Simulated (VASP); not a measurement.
Set up this calculation in VASP 6.6.1, as the native input.

| Item | Value |
| --- | --- |
| Task | single point |
| Functional | PBE |
| Potentials or basis | VASP PAW PBE potentials, release 64 (Zr_sv, Ta_pv, N) |
| Cutoff | 520 eV |
| k mesh | 8 × 6 × 6 |
| Occupations | gaussian, width 0.2 eV |
| Spin | no spin polarisation |
| Dipole correction | no |
| Further INCAR settings | ALGO = Normal; EDIFF = 1e-06; NBANDS = 42 |

The structure of ZrTa3N4 lies in POSCAR:

```
ZrTa3N4
1.0
    0.0000000000      0.0000000000      2.9007229632
    5.9884641175      0.0000000000      0.0000000000
   -2.9942320588      5.1861620554      0.0000000000
Zr Ta N
1 3 4
Direct
    0.0000000000      0.0000000000      0.0000000000
    0.0000000000      0.4985272085      0.9970544169
    0.0000000000      0.0029455831      0.5014727915
    0.0000000000      0.4985272085      0.5014727915
    0.5000000000      0.1726594367      0.8273405633
    0.5000000000      0.6546811265      0.8273405633
    0.5000000000      0.6666666667      0.3333333333
    0.5000000000      0.1726594367      0.3453188735
```

The input as run:

INCAR

```
SYSTEM = ZrTa3N4
  PREC = Accurate
  ENCUT = 520
  EDIFF = 1E-6
  ISMEAR = 0
  SIGMA = 0.2
  LREAL = .FALSE.
  LASPH = .TRUE.
  NELM = 60
  ALGO = Normal
  ISIF = 2
  LWAVE = .FALSE.
  LCHARG = .FALSE.
  GGA = PE
  NBANDS = 42
```

KPOINTS

```
regular mesh
0
G
  8 6 6
  0 0 0
```

Potentials or basis: VASP PAW PBE potentials, release 64 (Zr_sv, Ta_pv, N).

The run is started by

```sh
$ cat potpaw_PBE.64/Zr_sv/POTCAR potpaw_PBE.64/Ta_pv/POTCAR potpaw_PBE.64/N/POTCAR > POTCAR
$ mpirun -np 1 vasp_std > vasp.out
```

It gave:

```
Pressure      : 0.6 GPa
Largest force : 0.024 eV/Å
```

Wall time 2.8 min on 1 thread of Intel(R) Xeon(R) Platinum 8259CL CPU @ 2.50GHz (Skylake/Cascade Lake), with other jobs on the host, peak memory 0.29 GiB.
